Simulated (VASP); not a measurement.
Write the native input for VASP 6.6.1 that does the following.

```yaml
Task: single point
Functional: PBEsol
Potentials_or_basis: VASP PAW PBE potentials, release 64 (Ti_sv, Si)
Cutoff: 520 eV
k_mesh: 10 × 10 × 10
Occupations: gaussian, width 0.1 eV
Spin: no spin polarisation
Dipole_correction: no
Further_INCAR_settings: ALGO = Normal; EDIFF = 1e-06; NBANDS = 29
```

The structure of TiSi2 lies in POSCAR:

```
TiSi2
1.0
   -0.0177851340      4.0605011112      4.2480470637
    2.3748543961     -0.0103504279      4.2480470637
    2.3570692620      4.0501506832      0.0000000000
Ti Si
2 4
Direct
    0.7495615127      0.7495615127      0.7504384873
    0.5004384873      0.5004384873      0.4995615127
    0.0863844692      0.4137054720      0.0859640064
    0.4137054720      0.0863844692      0.4139460524
    0.1636155308      0.8362945280      0.1640359936
    0.8362945280      0.1636155308      0.8360539476
```

This cell differs from its parent crystal: strain along c alone, the other axes held: -1.0 %, then relaxed in part.

One way to write it, as run:

INCAR

```
ALGO = Normal
EDIFF = 1E-6
ENCUT = 520
GGA = PS
ISIF = 2
ISMEAR = 0
LASPH = True
LCHARG = False
LREAL = False
LWAVE = False
NBANDS = 29
NELM = 100
PREC = Accurate
SIGMA = 0.1
```

KPOINTS

```
k-points
0
Gamma
  10 10 10
```

Potentials or basis: VASP PAW PBE potentials, release 64 (Ti_sv, Si).

Command:

```console
$ cat potpaw_PBE.64/Ti_sv/POTCAR potpaw_PBE.64/Si/POTCAR > POTCAR
$ mpirun -np 1 vasp_std > vasp.out
```

Results of the run:

The pressure is 1.6 GPa, the largest force is 0.006 eV/Å and the band gap on the k mesh is zero (band 20 reaches 11.11 eV, above the bottom of band 21 at 9.20 eV).

Caveat: the cell differs from its parent crystal (strain along c alone, the other axes held: -1.0 %, then relaxed in part); the PAW data sets were made with another functional, which shifts forces and pressure a little.

Wall time 15 min on 1 thread of Oxide Virtual Turin-like Processor (shared host), peak memory 0.6 GiB.
